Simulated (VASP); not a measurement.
# CdS (F-43m) in VASP: further runs

Aim: see how the results for CdS move with the level of theory and the settings. Levels: LDA, HF, revpbe exchange, lda correlation. Tasks: single point, relaxation of cell and atoms.

Everything below comes from runs of VASP 6.6.1. Logs are shortened: lines on timing, memory, paths and dates and some standing lists are left out, and cuts for length are marked.

**1. The cell of the first run**

It takes space group F-43m (No. 216, cubic). The conventional cell has a = 5.833 Å, b = 5.833 Å, c = 5.833 Å, α = 90.00°, β = 90.00°, γ = 90.00°. Cd (site symmetry -43m) has 4 S at 2.53 Å within 3.3 Å. S (site symmetry -43m) has 4 Cd at 2.53 Å within 3.3 Å.

**2. Single point, LDA, non-collinear spin, zero start, spin-orbit coupling**

Contents of INCAR:

```
SYSTEM = CdS
PREC = Accurate
ENCUT = 520
EDIFF = 1E-7
ISMEAR = -1
SIGMA = 0.05
LREAL = .FALSE.
LASPH = .TRUE.
NELM = 150
ALGO = Normal
ISIF = 2
LWAVE = .FALSE.
LCHARG = .FALSE.
MAGMOM = 0 0 0 0 0 0
LORBIT = 11
LSORBIT = .TRUE.
GGA_COMPAT = .FALSE.
LORBMOM = .TRUE.
GGA = CA
NBANDS = 30
```

Contents of KPOINTS:

```
Automatic mesh
0
G
  6 6 6
  0 0 0
```

Contents of POSCAR:

```
CdS
1.0
    0.0000000000      2.9165000000      2.9165000000
    2.9165000000      0.0000000000      2.9165000000
    2.9165000000      2.9165000000      0.0000000000
Cd S
1 1
Direct
    0.0000000000      0.0000000000      0.0000000000
    0.7500000000      0.7500000000      0.7500000000
```

Potentials or basis: VASP PAW LDA potentials, release 64 (Cd, S).

Run with:

```bash
$ cat potpaw_LDA.64/Cd/POTCAR potpaw_LDA.64/S/POTCAR > POTCAR
$ mpirun -np 1 vasp_ncl > vasp.out
```

OUTCAR:

```text
SYSTEM = CdS
   PREC = Accurate
   ENCUT = 520
   EDIFF = 1E-7
   ISMEAR = -1
   LREAL = .FALSE.
   LASPH = .TRUE.
   NELM = 150
   ISIF = 2
   LORBIT = 11
   LSORBIT = .TRUE.
   GGA = CA

 ion  position               nearest neighbor table
   1  0.000  0.000  0.000-   2 2.53   2 2.53   2 2.53   2 2.53
   2  0.750  0.750  0.750-   1 2.53   1 2.53   1 2.53   1 2.53

  LATTYP: Found a face centered cubic cell.
 ALAT       =     5.8330000000

  Lattice vectors:

 A1 = (   0.0000000000,   2.9165000000,   2.9165000000)
 A2 = (   2.9165000000,   0.0000000000,   2.9165000000)
 A3 = (   2.9165000000,   2.9165000000,   0.0000000000)

Analysis of symmetry for initial positions (statically):
=====================================================================
 Subroutine PRICEL returns:
 Original cell was already a primitive cell.

 Routine SETGRP: Setting up the symmetry group for a
 face centered cubic supercell.

 Subroutine GETGRP returns: Found 24 space group operations
 (whereof 24 operations were pure point group operations)
 out of a pool of 48 trial point group operations.

The static configuration has the point symmetry T_d .

Analysis of symmetry for dynamics (positions and initial velocities):
=====================================================================
 Subroutine PRICEL returns:
 Original cell was already a primitive cell.

 Routine SETGRP: Setting up the symmetry group for a
 face centered cubic supercell.

 Subroutine GETGRP returns: Found 24 space group operations
 (whereof 24 operations were pure point group operations)
 out of a pool of 48 trial point group operations.

The dynamic configuration has the point symmetry T_d .

Analysis of structural, dynamic, and magnetic symmetry:
=====================================================================
 Subroutine PRICEL returns:
 Original cell was already a primitive cell.

 Routine SETGRP: Setting up the symmetry group for a
 face centered cubic supercell.

 Subroutine GETGRP returns: Found 24 space group operations
 (whereof 24 operations were pure point group operations)
 out of a pool of 48 trial point group operations.

The overall configuration has the point symmetry T_d .

 Subroutine INISYM returns: Found 24 space group operations
 (whereof 24 operations are pure point group operations),
 and found     1 'primitive' translations

----------------------------------------------------------------------------------------

                                     Primitive cell
[... 897 lines left out ...]
 -----------------------------------------------------------------------------------
    total drift:                               -0.000000     -0.000000     -0.000000

  FREE ENERGIE OF THE ION-ELECTRON SYSTEM (eV)
  ---------------------------------------------------
  free  energy   TOTEN  =        -7.4260583683 eV

  energy  without entropy=       -7.4260560033  energy(sigma->0) =       -7.42605719

 orbital moment (x)

 # of ion     p       d       tot
 ----------------------------------------
  1         0.000  -0.000  -0.000
  2         0.000   0.000   0.000
 ----------------------------------------
            0.000  -0.000  -0.000

 orbital moment (y)

 # of ion     p       d       tot
 ----------------------------------------
  1        -0.000  -0.000  -0.000
  2        -0.000   0.000  -0.000
 ----------------------------------------
           -0.000  -0.000  -0.000

 orbital moment (z)

 # of ion     p       d       tot
 ----------------------------------------
  1         0.000   0.000   0.000
  2         0.000   0.000   0.000
 ----------------------------------------
            0.000   0.000   0.000

 Spin-Orbit-Coupling matrix elements

 Ion:    1  E_soc:     -0.0601104
 l=   1
     0.0000000    -0.0026788    -0.0026788
    -0.0026788     0.0000000    -0.0026788
    -0.0026788    -0.0026788     0.0000000
 l=   2
     0.0000000    -0.0014983     0.0000000    -0.0014983    -0.0058413
    -0.0014983     0.0000000    -0.0043810    -0.0014983    -0.0014603
     0.0000000    -0.0043810     0.0000000    -0.0043810     0.0000000
    -0.0014983    -0.0014983    -0.0043810     0.0000000    -0.0014603
    -0.0058413    -0.0014603     0.0000000    -0.0014603     0.0000000
 l=   3
     0.0000000     0.0000000     0.0000000     0.0000000     0.0000000     0.0000000     0.0000000
     0.0000000     0.0000000     0.0000000     0.0000000     0.0000000     0.0000000     0.0000000
     0.0000000     0.0000000     0.0000000     0.0000000     0.0000000     0.0000000     0.0000000
     0.0000000     0.0000000     0.0000000     0.0000000     0.0000000     0.0000000     0.0000000
     0.0000000     0.0000000     0.0000000     0.0000000     0.0000000     0.0000000     0.0000000
     0.0000000     0.0000000     0.0000000     0.0000000     0.0000000     0.0000000     0.0000000
     0.0000000     0.0000000     0.0000000     0.0000000     0.0000000     0.0000000     0.0000000

 Ion:    2  E_soc:     -0.0022623
 l=   1
     0.0000000    -0.0003771    -0.0003771
    -0.0003771     0.0000000    -0.0003771
    -0.0003771    -0.0003771     0.0000000
 l=   2
     0.0000000     0.0000000     0.0000000     0.0000000     0.0000000
     0.0000000     0.0000000     0.0000000     0.0000000     0.0000000
     0.0000000     0.0000000     0.0000000     0.0000000     0.0000000
     0.0000000     0.0000000     0.0000000     0.0000000     0.0000000
     0.0000000     0.0000000     0.0000000     0.0000000     0.0000000
 l=   3
     0.0000000     0.0000000     0.0000000     0.0000000     0.0000000     0.0000000     0.0000000
     0.0000000     0.0000000     0.0000000     0.0000000     0.0000000     0.0000000     0.0000000
     0.0000000     0.0000000     0.0000000     0.0000000     0.0000000     0.0000000     0.0000000
     0.0000000     0.0000000     0.0000000     0.0000000     0.0000000     0.0000000     0.0000000
     0.0000000     0.0000000     0.0000000     0.0000000     0.0000000     0.0000000     0.0000000
     0.0000000     0.0000000     0.0000000     0.0000000     0.0000000     0.0000000     0.0000000
     0.0000000     0.0000000     0.0000000     0.0000000     0.0000000     0.0000000     0.0000000

 total charge

# of ion       s       p       d       tot
------------------------------------------
    1        0.441   0.335   9.553  10.329
    2        1.323   2.375   0.000   3.698
--------------------------------------------------
tot          1.764   2.710   9.553  14.027

 magnetization (x)

# of ion       s       p       d       tot
------------------------------------------
    1       -0.000   0.000  -0.000   0.000
    2       -0.000  -0.000   0.000  -0.000
--------------------------------------------------
tot         -0.000   0.000  -0.000  -0.000

 magnetization (y)

# of ion       s       p       d       tot
------------------------------------------
    1        0.000  -0.000   0.000  -0.000
    2       -0.000  -0.000   0.000  -0.000
--------------------------------------------------
tot         -0.000  -0.000   0.000  -0.000

 magnetization (z)

# of ion       s       p       d       tot
------------------------------------------
    1       -0.000  -0.000  -0.000  -0.000
    2       -0.000   0.000   0.000   0.000
--------------------------------------------------
tot         -0.000  -0.000  -0.000  -0.000
```

stdout:

```text
POSCAR found type information on POSCAR CdS
 POSCAR found :  2 types and       2 ions
 scaLAPACK will be used
 LDA part: xc-table for (Slater(with rela. corr.)+CA(PZ))
 , standard interpolation
 POSCAR, INCAR and KPOINTS ok, starting setup
 FFT: planning ... GRIDC
 FFT: planning ... GRID_SOFT
 FFT: planning ... GRID
 WAVECAR not read
 entering main loop
```

Run time: 2.1 min. Hardware: 1 thread of Intel Xeon 8259CL, shared host; peak memory 0.27 GiB.

What came out:

```yaml
Free_energy: -7.4261 eV
Pressure: -2.0 GPa
Net_moment: 0.00 μB per cell
Valence_electrons_inside_the_program's_atomic_spheres: Cd 10.33; S 3.70
```

Moments on the atoms (μB; x, y, z):
```
Cd  0.00 0.00 0.00
S   0.00 0.00 0.00
```

(Continued in part 2 of 3.)
